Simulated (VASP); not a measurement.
Wanted: the native input for a VASP 6.6.1 run.

```
Task                   : single point
Functional             : r2SCAN
Potentials or basis    : VASP PAW PBE potentials, release 64 (K_sv, I)
Cutoff                 : 520 eV
k mesh                 : 6 × 6 × 6
Occupations            : gaussian, width 0.05 eV
Spin                   : no spin polarisation
Dipole correction      : no
Further INCAR settings : ALGO = Normal; EDIFF = 1e-07; NBANDS = 15
```

KI:

```
CELL_PARAMETERS angstrom
0.00000 3.52455 3.38357
3.52455 0.00000 3.38357
3.52455 3.52455 0.00000
ATOMIC_POSITIONS crystal
K 0.00000 0.00000 0.00000
I 0.50000 0.50000 0.50000
```

This cell differs from its parent crystal: strain -0.0400 x Voigt [0, 0, 1, 0, 0, 0].

These files were run (other wordings do the same):

POSCAR

```
KI
1.0
    0.0000000000      3.5245500000      3.3835680000
    3.5245500000      0.0000000000      3.3835680000
    3.5245500000      3.5245500000      0.0000000000
K I
1 1
Direct
    0.0000000000      0.0000000000      0.0000000000
    0.5000000000      0.5000000000      0.5000000000
```

INCAR.step1

```
SYSTEM = KI
  ALGO = Normal
  EDIFF = 1E-4
  ENCUT = 520
  GGA = PE
  ISMEAR = 0
  LASPH = .TRUE.
  LCHARG = .FALSE.
  LREAL = .FALSE.
  LWAVE = .TRUE.
  NBANDS = 15
  NELM = 60
  PREC = Accurate
  SIGMA = 0.05
```

INCAR.step2

```
SYSTEM = KI
  ALGO = Normal
  EDIFF = 1E-7
  ENCUT = 520
  ISIF = 2
  ISMEAR = 0
  ISTART = 1
  LASPH = .TRUE.
  LCHARG = .TRUE.
  LELF = .TRUE.
  LMIXTAU = .TRUE.
  LREAL = .FALSE.
  LVHAR = .TRUE.
  LWAVE = .FALSE.
  METAGGA = R2SCAN
  NBANDS = 15
  NELM = 60
  PREC = Accurate
  SIGMA = 0.05
```

KPOINTS

```
k-points
0
G
  6 6 6
  0 0 0
```

Potentials or basis: VASP PAW PBE potentials, release 64 (K_sv, I).

Launch:

```sh
$ cat potpaw_PBE.64/K_sv/POTCAR potpaw_PBE.64/I/POTCAR > POTCAR
$ cp INCAR.step1 INCAR
$ mpirun -np 1 vasp_std > vasp.out
$ cp INCAR.step2 INCAR
$ mpirun -np 1 vasp_std > vasp.out
```

Results of the run:

| Quantity | Value |
| --- | --- |
| Pressure | 0.9 GPa |
| Band gap on the k mesh | 4.71 eV |

Caveat: the cell differs from its parent crystal (strain -0.0400 x Voigt [0, 0, 1, 0, 0, 0]); the PAW data sets were made with another functional, which shifts forces and pressure a little; spin-orbit coupling is left out, which moves the levels of the heavy elements.

It took 120 s on 1 thread of AMD EPYC 9R45 96-Core Processor (Zen 5), on a shared host, peak memory 0.21 GiB.
